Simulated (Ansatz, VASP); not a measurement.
# ZnO in VASP and in Ansatz

The input INCAR:

```
ALGO = Normal
EDIFF = 1E-7
ENCUT = 520
GGA = PE
ISIF = 2
ISMEAR = -1
LASPH = True
LCHARG = True
LELF = True
LREAL = False
LVHAR = True
LWAVE = False
NBANDS = 16
NELM = 100
PREC = Accurate
SIGMA = 0.05
```

Contents of KPOINTS:

```
k-points
0
Gamma
  11 11 11
```

Contents of POSCAR:

```
ZnO
1.0
    0.0000000000      2.1979905633      2.1979905633
    2.1979905633      0.0000000000      2.1979905633
    2.1979905633      2.1979905633      0.0000000000
Zn O
1 1
Direct
    0.0000000000      0.0000000000      0.0000000000
    0.5000000000      0.5000000000      0.5000000000
```

input.yaml

```yaml
crystal:
  lattice:
    - [0.0, 2.1979905633, 2.1979905633]
    - [2.1979905633, 0.0, 2.1979905633]
    - [2.1979905633, 2.1979905633, 0.0]
  atoms:
    - { symbol: Zn, position: [0.0, 0.0, 0.0] }
    - { symbol: O, position: [0.5, 0.5, 0.5] }
hamiltonian:
  xc: pbe
  pseudopotentials: { kind: paw }
kpoints:
  mp_grid: { grid: [11, 11, 11] }
scf:
  occupations: { method: fermi_dirac, width: 0.05 }
output:
  forces: true
  stress: true
  eigenvalues: true
```

Alike in both runs: task single point; functional PBE; k mesh 11 × 11 × 11; occupations fermi-dirac, width 0.05 eV; no spin polarisation.

```csv
,VASP,Ansatz
version,VASP 6.6.1,Ansatz 0.2.0
potentials or method,"VASP PAW PBE potentials, release 64 (Zn, O)",Ansatz PAW
plane-wave cutoff (eV),520,420
valence electrons in the cell,18,18
```

|  | VASP | Ansatz | Ansatz less VASP |
| --- | --- | --- | --- |
| gap on the k mesh at the Fermi level (eV) | 0.55 | 0.58 | +0.027 |
| least direct gap on the mesh (eV) | 1.62 | 1.64 | +0.027 |
| pressure (GPa) | -6.0 | -6.8 | -0.74 |

With one functional, cell and mesh, what is left measures potentials, basis and numerics.

Noted on Ansatz's run: odd divisions of the mesh miss points on the zone boundary, where band edges often lie, so the gap on the mesh can be too wide.
